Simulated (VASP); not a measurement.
Write the native input for VASP 6.6.1 that does the following.

```
Task                   : single point
Functional             : PBEsol
Potentials or basis    : VASP PAW PBE potentials, release 64 (Ca_sv, O)
Cutoff                 : 600 eV
k mesh                 : 4 × 4 × 4
Occupations            : gaussian, width 0.01 eV
Spin                   : no spin polarisation
Dipole correction      : no
Further INCAR settings : ALGO = Normal; EDIFF = 1e-06; NBANDS = 15
```

The structure of CaO (Lime) lies in POSCAR:

```
CaO
1.0
    0.0000000000      2.4065000000      2.4065000000
    2.4065000000      0.0000000000      2.4065000000
    2.4065000000      2.4065000000      0.0000000000
Ca O
1 1
Direct
    0.0000000000      0.0000000000      0.0000000000
    0.5000000000      0.5000000000      0.5000000000
```

The input as run:

INCAR

```
SYSTEM = CaO
PREC = Accurate
ENCUT = 600
EDIFF = 1E-6
ISMEAR = 0
SIGMA = 0.01
LREAL = .False.
LASPH = .True.
NELM = 120
ALGO = Normal
ISIF = 2
LWAVE = .False.
LCHARG = .True.
GGA = PS
LELF = .True.
LVHAR = .True.
NBANDS = 15
GGA_COMPAT = .False.
```

KPOINTS

```
regular mesh
0
Gamma
  4 4 4
  0 0 0
```

Potentials or basis: VASP PAW PBE potentials, release 64 (Ca_sv, O).

Command:

```console
$ cat potpaw_PBE.64/Ca_sv/POTCAR potpaw_PBE.64/O/POTCAR > POTCAR
$ mpirun -np 1 vasp_std > vasp.out
```

It gave:

- Pressure: -2.6 GPa
- Band gap on the k mesh: 3.53 eV, indirect (least direct gap 3.91 eV)

Caveat: the k points lie up to 0.57 Å⁻¹ apart; the PAW data sets were made with another functional, which shifts forces and pressure a little.

Wall time 5.1 s on 1 thread of Intel(R) Xeon(R) Platinum 8559C (Emerald Rapids) (shared host), peak memory 0.15 GiB.
